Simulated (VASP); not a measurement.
# SrO (R3m) in VASP: single point with PBEsol

Aim: the single point of SrO with PBEsol.

Everything below comes from runs of VASP 6.6.1. Logs are shortened: lines on timing, memory, paths and dates and some standing lists are left out, and cuts for length are marked.

**1. The cell of the first run**

The typed cell holds 6 atoms: a = 3.917 Å, b = 3.917 Å, c = 9.586 Å, α = 90.00°, β = 90.00°, γ = 120.00°.

**2. Single point, PBEsol**

The input, INCAR:

```
SYSTEM = SrO
  PREC = Accurate
  ENCUT = 520
  EDIFF = 1E-7
  ISMEAR = 0
  SIGMA = 0.02
  LREAL = .FALSE.
  LASPH = .TRUE.
  NELM = 100
  ALGO = Normal
  ISIF = 2
  LWAVE = .FALSE.
  LCHARG = .TRUE.
  GGA = PS
  LELF = .TRUE.
  LVHAR = .TRUE.
  NBANDS = 33
```

The input, KPOINTS:

```
Automatic mesh
0
G
  9 9 3
  0 0 0
```

The input, POSCAR:

```
SrO
1.0
    3.9173629686      0.0000000000      0.0000000000
   -1.9586814843      3.3925358466      0.0000000000
    0.0000000000      0.0000000000      9.5864537118
Sr O
3 3
Direct
    0.0000000000      0.0000000000     -0.0000554471
    0.3333333333      0.6666666667      0.3332778862
    0.6666666667      0.3333333333      0.6666112195
    0.0000000000      0.0000000000      0.2500554471
    0.3333333333      0.6666666667      0.5833887805
    0.6666666667      0.3333333333      0.9167221138
```

Potentials or basis: VASP PAW PBE potentials, release 64 (Sr_sv, O).

The run is started by

```bash
> cat potpaw_PBE.64/Sr_sv/POTCAR potpaw_PBE.64/O/POTCAR > POTCAR
> mpirun -np 1 vasp_std > vasp.out
```

OUTCAR:

```text
SYSTEM = SrO
   PREC = Accurate
   ENCUT = 520
   EDIFF = 1E-7
   ISMEAR = 0
   LREAL = .FALSE.
   LASPH = .TRUE.
   NELM = 100
   ISIF = 2
   GGA = PS

 ion  position               nearest neighbor table
   1  0.000  0.000  1.000-   4 2.40   6 2.40   6 2.40   6 2.40   2 3.91   2 3.91   2 3.91   3 3.91
                             3 3.91   3 3.91
   2  0.333  0.667  0.333-   5 2.40   4 2.40   4 2.40   4 2.40   3 3.91   3 3.91   1 3.91   1 3.91
                             1 3.91   3 3.91
   3  0.667  0.333  0.667-   6 2.40   5 2.40   5 2.40   5 2.40   2 3.91   2 3.91   2 3.91   1 3.91
                             1 3.91   1 3.91
   4  0.000  0.000  0.250-   1 2.40   2 2.40   2 2.40   2 2.40
   5  0.333  0.667  0.583-   2 2.40   3 2.40   3 2.40   3 2.40
   6  0.667  0.333  0.917-   3 2.40   1 2.40   1 2.40   1 2.40

  LATTYP: Found a hexagonal cell.
 ALAT       =     3.9173629686
 C/A-ratio  =     2.4471701470

  Lattice vectors:

 A1 = (   3.9173629686,   0.0000000000,   0.0000000000)
 A2 = (  -1.9586814843,   3.3925358466,   0.0000000000)
 A3 = (   0.0000000000,   0.0000000000,   9.5864537118)

Analysis of symmetry for initial positions (statically):
=====================================================================
 Subroutine PRICEL returns following result:

  LATTYP: Found a trigonal (rhomboedric) cell.
 ALAT       =     3.9148902735
 COS(alpha) =     0.4993681876

  Lattice vectors:

 A1 = (   1.9586814839,   1.1308452824,  -3.1954845712)
 A2 = (   0.0000000002,  -2.2616905645,  -3.1954845703)
 A3 = (  -1.9586814841,   1.1308452821,  -3.1954845703)

   3 primitive cells build up your supercell.

 Routine SETGRP: Setting up the symmetry group for a
 hexagonal supercell.

 Subroutine GETGRP returns: Found  6 space group operations
 (whereof  6 operations were pure point group operations)
 out of a pool of 24 trial point group operations.

The static configuration has the point symmetry C_3v.

Analysis of symmetry for dynamics (positions and initial velocities):
=====================================================================
 Subroutine PRICEL returns following result:

  LATTYP: Found a trigonal (rhomboedric) cell.
 ALAT       =     3.9148902735
 COS(alpha) =     0.4993681876

  Lattice vectors:

 A1 = (   1.9586814839,   1.1308452824,  -3.1954845712)
 A2 = (   0.0000000002,  -2.2616905645,  -3.1954845703)
[... 112 lines left out ...]
   LREAL  =      F    real-space projection
   EDIFFG = 0.1E-05   stopping-criterion for IOM
   NSW    =      0    number of steps for IOM
   IBRION =     -1    ionic relax: 0-MD 1-quasi-New 2-CG
   NFREE  =      0    steps in history (QN), initial steepest desc. (CG)
   ISIF   =      2    stress and relaxation
   ISYM   =      2    0-nonsym 1-usesym 2-fastsym
   POTIM  = 0.5000    time-step for ionic-motion
   TEBEG  =    0.0;   TEEND  =   0.0 temperature during run
   PSTRESS=    0.0 pullay stress
   NELECT =      48.0000    total number of electrons
   NUPDOWN=      -1.0000    fix difference up-down
   EMIN   =  10.00;   EMAX   =-10.00  energy-range for DOS
   EFERMI =   0.00;   METHOD = LEGACY
   ISMEAR =     0;   SIGMA  =   0.02  broadening in eV -4-tet -1-fermi 0-gaus
   EFERMI_NEDOS =   21; number of points for ismear=-14 and -15
   IALGO  =     38    algorithm
   IMIX   =      4    mixing-type and parameters
     AMIX     =   0.40;   BMIX     =  1.00
     AMIX_MAG =   1.60;   BMIX_MAG =  1.00
  volume/ion in A,a.u.               =      21.23       143.29
  Fermi-wavevector in a.u.,A,eV,Ry     =   1.182397  2.234406 19.021784  1.398062
  Thomas-Fermi vector in A             =   2.318651
   LORBIT       =      0    0 simple, 1 ext, 2 COOP (PROOUT), +10 PAW based schemes
   GGA     = PS    functional components
   LHFCALC =     F    Hartree Fock is set to
   AEXX    =    0.0000 exact exchange contribution
   IVDW    =     0    specifies the selected vdW correction
   LEPSILON=     F    determine dielectric tensor
   LRPA    =     F    only Hartree local field effects (RPA)
 non-spin polarized calculation
 Gauss-broadening in eV      SIGMA  =   0.02
  energy-cutoff  :      520.00
  volume of cell :      127.40
 maximum number of plane-waves:      3468
 NGX is ok and might be reduce to    30
   NGX = 15   NGY = 15   NGZ = 35

 number of electron      47.9999971 magnetization

 Free energy of the ion-electron system (eV)
  ---------------------------------------------------
  ext. energy  EPLUGINS =         0.00000000
  ---------------------------------------------------
  free energy    TOTEN  =       -36.81212097 eV

  energy without entropy =      -36.81212097  energy(sigma->0) =      -36.81212097

 E-fermi :   0.3441     XC(G=0):  -8.9602

 val. band max:        0.2083448252   @ k =   0.3333   0.2222   0.3333
 cond. band min:       2.6888367790   @ k =   0.0000   0.0000   0.0000
 fundamental gap:      2.4804919538
 Fermi energy:         0.3441399605

 k-point     1 :       0.0000    0.0000    0.0000
  band No.  band energies     occupation
      1     -31.7721      2.00000
      2     -31.7195      2.00000
      3     -31.7195      2.00000
      4     -15.6128      2.00000
      5     -15.6128      2.00000
      6     -14.4920      2.00000
[... 853 lines left out ...]
     32       8.1923      0.00000
     33       8.8555      0.00000

 [... further k-points ...]

------------------------ aborting loop because EDIFF is reached ----------------------------------------

  FORCE on cell =-STRESS in cart. coord.  units (eV):
  Direction    XX          YY          ZZ          XY          YZ          ZX
  --------------------------------------------------------------------------------------
  -------------------------------------------------------------------------------------
  Total        0.4286863      0.4286863      0.4682111     -0.0000000      0.0000000      0.0000000
  in kB        5.3910577      5.3910577      5.8881122     -0.0000000      0.0000000      0.0000000
  external PRESSURE =       5.5567426 kB  Pullay stress =       0.0000000 kB

 VOLUME and BASIS-vectors are now :
 -----------------------------------------------------------------------------
  energy-cutoff  :      520.00
  volume of cell :      127.40
      direct lattice vectors                 reciprocal lattice vectors
     3.917362969  0.000000000  0.000000000     0.255273767  0.147382378  0.000000000
    -1.958681484  3.392535847  0.000000000     0.000000000  0.294764756  0.000000000
     0.000000000  0.000000000  9.586453712     0.000000000  0.000000000  0.104313861

 POSITION                                       TOTAL-FORCE (eV/Angst)
 -----------------------------------------------------------------------------------
      0.00000      0.00000      9.58592         0.000000      0.000000     -0.000187
     -0.00000      2.26169      3.19495         0.000000      0.000000     -0.000187
      1.95868      1.13085      6.39044         0.000000      0.000000     -0.000187
      0.00000      0.00000      2.39714        -0.000000     -0.000000      0.000187
     -0.00000      2.26169      5.59263        -0.000000     -0.000000      0.000187
      1.95868      1.13085      8.78811        -0.000000     -0.000000      0.000187
 -----------------------------------------------------------------------------------
    total drift:                                0.000000      0.000000      0.000055

  FREE ENERGIE OF THE ION-ELECTRON SYSTEM (eV)
  ---------------------------------------------------
  free  energy   TOTEN  =       -36.8121209708 eV

  energy  without entropy=      -36.8121209708  energy(sigma->0) =      -36.81212097
```

stdout:

```text
POSCAR found type information on POSCAR SrO
 POSCAR found :  2 types and       6 ions
 scaLAPACK will be used
 -----------------------------------------------------------------------------
|                                                                             |
|                                                                             |
|     You enforced a specific xc type in the INCAR file but a different       |
|     I HOPE YOU KNOW WHAT YOU ARE DOING!                                     |
|                                                                             |
 -----------------------------------------------------------------------------

 LDA part: xc-table for (Slater+PW92), standard interpolation
 POSCAR, INCAR and KPOINTS ok, starting setup
 FFT: planning ... GRIDC
 FFT: planning ... GRID_SOFT
 FFT: planning ... GRID
 WAVECAR not read
 entering main loop
```

Run time: 96 s. Hardware: 1 thread of Intel Xeon 6975P-C (Granite Rapids), shared host; peak memory 0.29 GiB.

What came out:

```
Free energy            : -36.8121 eV
Pressure               : 0.6 GPa
Band gap on the k mesh : 2.48 eV
```

Levels at points of the mesh, in eV from the valence-band top:
| k point | band 22 | band 23 | band 24 | band 25 | band 26 | band 27 |
| --- | --- | --- | --- | --- | --- | --- |
| (0.00, 0.00, 0.00) | -0.63 | -0.63 | -0.63 | 2.48 | 4.74 | 4.74 |

Caveat: the PAW data sets were made with another functional, which shifts forces and pressure a little. A k mesh can miss the band edges.
